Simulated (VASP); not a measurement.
Here is a VASP 6.6.1 calculation.

INCAR

```
ALGO = Normal
EDIFF = 1E-6
ENCUT = 520
GGA = PS
ISIF = 2
ISMEAR = 0
LASPH = T
LCHARG = F
LREAL = F
LWAVE = F
NBANDS = 8
NELM = 100
PREC = Accurate
SIGMA = 0.15
```

File KPOINTS:

```
k-points
0
Gamma
  22 22 22
```

File POSCAR:

```
Al
1.0
    0.0000000000      1.9606887411      2.1567576152
    1.9606887411      0.0000000000      2.1567576152
    1.9606887411      1.9606887411      0.0000000000
Al
1
Direct
    0.0000000000      0.0000000000      0.0000000000
```

Potentials or basis: VASP PAW PBE potentials, release 64 (Al).

Run with:

```console
$ cat potpaw_PBE.64/Al/POTCAR > POTCAR
$ mpirun -np 1 vasp_std > vasp.out
```

Predict the pressure.

-1.2 GPa.

Stress tensor (GPa, compression positive):
```
 0.51  0.00  0.00
 0.00  0.51  0.00
 0.00  0.00 -4.71
```

Caveat: the PAW data sets were made with another functional, which shifts forces and pressure a little.
